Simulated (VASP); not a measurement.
# Pt (P-1) in VASP: further runs, part 2 of 2

VASP 6.6.1. The steps go on from the part before.

## (3) Single point, PBEsol

File INCAR:

```
ALGO = Normal
EDIFF = 1E-7
ENCUT = 520
GGA = PS
ISIF = 2
ISMEAR = 1
LASPH = T
LCHARG = F
LREAL = F
LWAVE = F
NBANDS = 17
NELM = 60
PREC = Accurate
SIGMA = 0.1
```

File KPOINTS:

```
k-points
0
Gamma
  7 7 4
```

File POSCAR:

```
Pt
1.0
    2.6907726642      0.0013797249     -0.0004382479
   -1.3441970645      2.3410854199     -0.0036151228
   -0.0007699067     -0.0078197158      4.8369811713
Pt
2
Direct
    0.6603786657      0.3244513129      0.7289783115
    0.3226701583      0.7158106464      0.2301778015
```

Potentials or basis: VASP PAW PBE potentials, release 64 (Pt).

Command:

```bash
$ cat potpaw_PBE.64/Pt/POTCAR > POTCAR
$ mpirun -np 1 vasp_std > vasp.out
```

OUTCAR:

```text
EDIFF = 1E-7
   ENCUT = 520
   GGA = PS
   ISIF = 2
   ISMEAR = 1
   LASPH = T
   LREAL = F
   NELM = 60
   PREC = Accurate

 ion  position               nearest neighbor table
   1  0.660  0.324  0.729-   2 2.80   2 2.82   2 2.87   2 2.88   2 2.95   2 2.96
   2  0.323  0.716  0.230-   1 2.80   1 2.82   1 2.87   1 2.88   1 2.95   1 2.96

  LATTYP: Found a triclinic cell.
 ALAT       =     2.7019299084
 B/A-ratio  =     0.9958707830
 C/A-ratio  =     1.7901972728
 COS(alpha) =     0.0003228700
 COS(beta)  =     0.0029810718
 COS(gamma) =     0.4988201903

  Lattice vectors:

 A1 = (   1.3465755997,   2.3424651448,  -0.0040533707)
 A2 = (   2.6907726642,   0.0013797249,  -0.0004382479)
 A3 = (   0.0007699067,   0.0078197158,  -4.8369811713)

Analysis of symmetry for initial positions (statically):
=====================================================================
 Subroutine PRICEL returns:
 Original cell was already a primitive cell.

 Routine SETGRP: Setting up the symmetry group for a
 triclinic supercell.

 Subroutine GETGRP returns: Found  2 space group operations
 (whereof  1 operations were pure point group operations)
 out of a pool of  2 trial point group operations.

The static configuration has the point symmetry C_1 .
 The point group associated with its full space group is S_2 .

Analysis of symmetry for dynamics (positions and initial velocities):
=====================================================================
 Subroutine PRICEL returns:
 Original cell was already a primitive cell.

 Routine SETGRP: Setting up the symmetry group for a
 triclinic supercell.

 Subroutine GETGRP returns: Found  2 space group operations
 (whereof  1 operations were pure point group operations)
 out of a pool of  2 trial point group operations.

The dynamic configuration has the point symmetry C_1 .
[... 109 lines left out ...]
   TEBEG  =    0.0;   TEEND  =   0.0 temperature during run
   PSTRESS=    0.0 pullay stress
   NELECT =      20.0000    total number of electrons
   NUPDOWN=      -1.0000    fix difference up-down
   EMIN   =  10.00;   EMAX   =-10.00  energy-range for DOS
   EFERMI =   0.00;   METHOD = LEGACY
   ISMEAR =     1;   SIGMA  =   0.10  broadening in eV -4-tet -1-fermi 0-gaus
   EFERMI_NEDOS =   21; number of points for ismear=-14 and -15
   IALGO  =     38    algorithm
   IMIX   =      4    mixing-type and parameters
     AMIX     =   0.40;   BMIX     =  1.00
     AMIX_MAG =   1.60;   BMIX_MAG =  1.00
  volume/ion in A,a.u.               =      15.24       102.84
  Fermi-wavevector in a.u.,A,eV,Ry     =   1.422612  2.688346 27.535798  2.023824
  Thomas-Fermi vector in A             =   2.543297
   LORBIT       =      0    0 simple, 1 ext, 2 COOP (PROOUT), +10 PAW based schemes
   GGA     = PS    functional components
   LHFCALC =     F    Hartree Fock is set to
   AEXX    =    0.0000 exact exchange contribution
   IVDW    =     0    specifies the selected vdW correction
   LEPSILON=     F    determine dielectric tensor
   LRPA    =     F    only Hartree local field effects (RPA)
 non-spin polarized calculation
 Methfessel and Paxton  Order N= 1 SIGMA  =   0.10
  energy-cutoff  :      520.00
  volume of cell :       30.48
 maximum number of plane-waves:       834
   NGX =  9   NGY =  9   NGZ = 17

 number of electron      20.0000002 magnetization

 Free energy of the ion-electron system (eV)
  ---------------------------------------------------
  ext. energy  EPLUGINS =         0.00000000
  ---------------------------------------------------
  free energy    TOTEN  =       -13.77056135 eV

  energy without entropy =      -13.76988554  energy(sigma->0) =      -13.77033608

 E-fermi :  10.9025     XC(G=0): -13.5546

 val. band max:       10.9007897256   @ k =  -0.2857  -0.1429   0.2500
 cond. band min:      10.9126299897   @ k =  -0.2857  -0.4286   0.2500
 fundamental gap:      0.0118402641
 Fermi energy:        10.9025250092

 k-point     1 :       0.0000    0.0000    0.0000
  band No.  band energies     occupation
      1       0.7029      2.00000
      2       3.2507      2.00000
      3       6.3973      2.00000
      4       7.0538      2.00000
      5       7.2633      2.00000
      6       7.4806      2.00000
[... 457 lines left out ...]
      4       6.5921      2.00000
      5       7.3014      2.00000
      6       7.3659      2.00000
[... 9 lines left out ...]
     16      26.1907      0.00000
     17      26.5487      0.00000

 [... further k-points ...]
[... 5 lines left out ...]
  --------------------------------------------------------------------------------------
  -------------------------------------------------------------------------------------
  Total       -0.1028320     -0.1482260     -0.1928425      0.0204480      0.0081408     -0.0019803
  in kB       -5.4055934     -7.7918330    -10.1371987      1.0748935      0.4279413     -0.1041012
  external PRESSURE =      -7.7782084 kB  Pullay stress =       0.0000000 kB

 VOLUME and BASIS-vectors are now :
 -----------------------------------------------------------------------------
  energy-cutoff  :      520.00
  volume of cell :       30.48
      direct lattice vectors                 reciprocal lattice vectors
     2.690772664  0.001379725 -0.000438248     0.371531144  0.213325208  0.000404010
    -1.344197065  2.341085420 -0.003615123    -0.000218851  0.427027698  0.000690320
    -0.000769907 -0.007819716  4.836981171     0.000033498  0.000338485  0.206741072

 POSITION                                       TOTAL-FORCE (eV/Angst)
 -----------------------------------------------------------------------------------
      1.34024      0.75478      3.52459         0.081127     -0.019419      0.067034
     -0.09414      1.67442      1.11064        -0.081127      0.019419     -0.067034
 -----------------------------------------------------------------------------------
    total drift:                               -0.000001      0.000003     -0.000003

  FREE ENERGIE OF THE ION-ELECTRON SYSTEM (eV)
  ---------------------------------------------------
  free  energy   TOTEN  =       -13.7705613545 eV

  energy  without entropy=      -13.7698855367  energy(sigma->0) =      -13.77033608
```

Wall time 16 s (1 thread of Intel Xeon 6975P-C (Granite Rapids), shared host); peak memory 0.17 GiB.

Results:

```
Free energy            : -13.7706 eV
Pressure               : -0.8 GPa
Largest force          : 0.107 eV/Å
Band gap on the k mesh : zero (band 10 reaches 11.21 eV, above the bottom of band 11 at 10.19 eV)
```

Forces in eV/Å, atoms in the order of the input:
```
Pt   0.081 -0.019  0.067
Pt  -0.081  0.019 -0.067
```

Caveat: the k points lie up to 0.38 Å⁻¹ apart; the PAW data sets were made with another functional, which shifts forces and pressure a little; spin-orbit coupling is left out, which moves the levels of the heavy elements.

## (4) Single point, PBEsol

File INCAR:

```
PREC = Accurate ; ENCUT = 520
EDIFF = 1E-6 ; ISMEAR = 1
SIGMA = 0.1 ; LREAL = False
LASPH = True ; NELM = 60
ALGO = Normal ; ISIF = 2
LWAVE = False ; LCHARG = True
GGA = PS ; LELF = True
LVHAR = True ; NBANDS = 17
```

File KPOINTS:

```
Automatic mesh
0
Gamma
  7 7 4
```

File POSCAR:

```
Pt
1.0
    2.6887787319      0.0013816582     -0.0004751081
   -1.3431994428      2.3375812645     -0.0033016676
   -0.0008332479     -0.0072711897      4.8460148779
Pt
2
Direct
    0.6620694286      0.3243084168      0.7293499357
    0.3209793954      0.7159535425      0.2298061772
```

Command:

```bash
$ cat potpaw_PBE.64/Pt/POTCAR > POTCAR
$ mpirun -np 1 vasp_std > vasp.out
```

It took 15 s on 1 thread of Intel Xeon 6975P-C (Granite Rapids), shared host; peak memory 0.17 GiB.

The run converged. Its results:

```
Free energy            : -13.7713 eV
Pressure               : -0.5 GPa
Largest force          : 0.092 eV/Å
Band gap on the k mesh : zero (band 10 reaches 11.23 eV, above the bottom of band 11 at 10.19 eV)
```

Forces in eV/Å, atoms in the order of the input:
```
Pt   0.085 -0.023  0.028
Pt  -0.085  0.023 -0.028
```

Stress tensor (GPa, compression positive):
```
-0.07  0.07 -0.01
 0.07 -0.17  0.00
-0.01  0.00 -1.37
```

Levels at points of the mesh, in eV from the Fermi level:
| k point | band 6 | band 7 | band 8 | band 9 | band 10 | band 11 | band 12 | band 13 | band 14 | band 15 |
| --- | --- | --- | --- | --- | --- | --- | --- | --- | --- | --- |
| (0.00, 0.00, 0.00) | -3.43 | -3.38 | -1.95 | -1.32 | -1.19 | -0.51 | 0.05 | 4.46 | 15.03 | 15.13 |
| (0.00, 0.00, 0.50) | -3.71 | -3.69 | -3.69 | -0.89 | -0.87 | -0.71 | -0.70 | 11.29 | 11.34 | 15.64 |

Caveat: the k points lie up to 0.38 Å⁻¹ apart; the PAW data sets were made with another functional, which shifts forces and pressure a little; spin-orbit coupling is left out, which moves the levels of the heavy elements.

## (5) Single point, PBEsol

File INCAR:

```
SYSTEM = Pt
PREC = Accurate
ENCUT = 520
EDIFF = 1E-6
ISMEAR = 1
SIGMA = 0.1
LREAL = .False.
LASPH = .True.
NELM = 60
ALGO = Normal
ISIF = 2
LWAVE = .False.
LCHARG = .False.
GGA = PS
NBANDS = 17
```

File KPOINTS:

```
Automatic mesh
0
Gamma
  7 7 4
  0 0 0
```

File POSCAR:

```
Pt
1.0
    2.6880850619      0.0011294464     -0.0005417993
   -1.3430716897      2.3342221728     -0.0028540564
   -0.0009455842     -0.0064823127      4.8506725271
Pt
2
Direct
    0.6645333282      0.3239658397      0.7299877534
    0.3185154958      0.7162961196      0.2291683596
```

Command:

```bash
$ cat potpaw_PBE.64/Pt/POTCAR > POTCAR
$ mpirun -np 1 vasp_std > vasp.out
```

It took 14 s on 1 thread of Intel Xeon 6975P-C (Granite Rapids), shared host; peak memory 0.16 GiB.

It converged, with:

| Property | Result |
| --- | --- |
| Free energy | -13.7722 eV |
| Pressure | -0.3 GPa |
| Largest force | 0.107 eV/Å |
| Band gap on the k mesh | zero (band 10 reaches 11.25 eV, above the bottom of band 11 at 10.19 eV) |

Forces in eV/Å, atoms in the order of the input:
```
Pt   0.096 -0.029 -0.038
Pt  -0.096  0.029  0.038
```

Stress tensor (GPa, compression positive):
```
 0.29  0.05  0.00
 0.05  0.50 -0.05
 0.00 -0.05 -1.58
```

Levels at points of the mesh, in eV from the Fermi level:
```tsv
k point	band 7	band 8	band 9	band 10	band 11	band 12	band 13	band 14
(0.00, 0.00, 0.00)	-3.37	-1.96	-1.29	-1.21	-0.54	0.07	4.44	15.00
(0.00, 0.00, 0.50)	-3.70	-3.70	-0.89	-0.88	-0.72	-0.69	11.24	11.31
```

Caveat: the k points lie up to 0.39 Å⁻¹ apart; the PAW data sets were made with another functional, which shifts forces and pressure a little; spin-orbit coupling is left out, which moves the levels of the heavy elements.

## (6) The runs side by side

| cell | gap on the mesh (eV) | pressure (GPa) | largest force (eV/Å) |
| --- | --- | --- | --- |
| a = 2.695, b = 2.704, c = 4.819 Å, angles 90.2, 90.0, 119.8°, 2 atoms | none | -0.9 | 0.11 |
| a = 2.691, b = 2.700, c = 4.837 Å, angles 90.2, 90.0, 119.8°, 2 atoms | none | -0.8 | 0.11 |
| a = 2.689, b = 2.696, c = 4.846 Å, angles 90.1, 90.0, 119.9°, 2 atoms | none | -0.5 | 0.09 |
| a = 2.688, b = 2.693, c = 4.851 Å, angles 90.1, 90.0, 119.9°, 2 atoms | none | -0.3 | 0.11 |

Alike in all rows: task single point; level PBEsol; potentials or basis VASP PAW PBE potentials, release 64 (Pt); no spin polarisation; k mesh 7 × 7 × 4; cutoff (eV) 520; smearing methfessel-paxton 0.1 eV.

Caveats: all runs use coarse meshes; the PAW data sets were made with another functional, which shifts forces and pressure a little; spin-orbit coupling is left out, which moves the levels of the heavy elements.

Absolute energies hang on the potentials; compare differences alone.
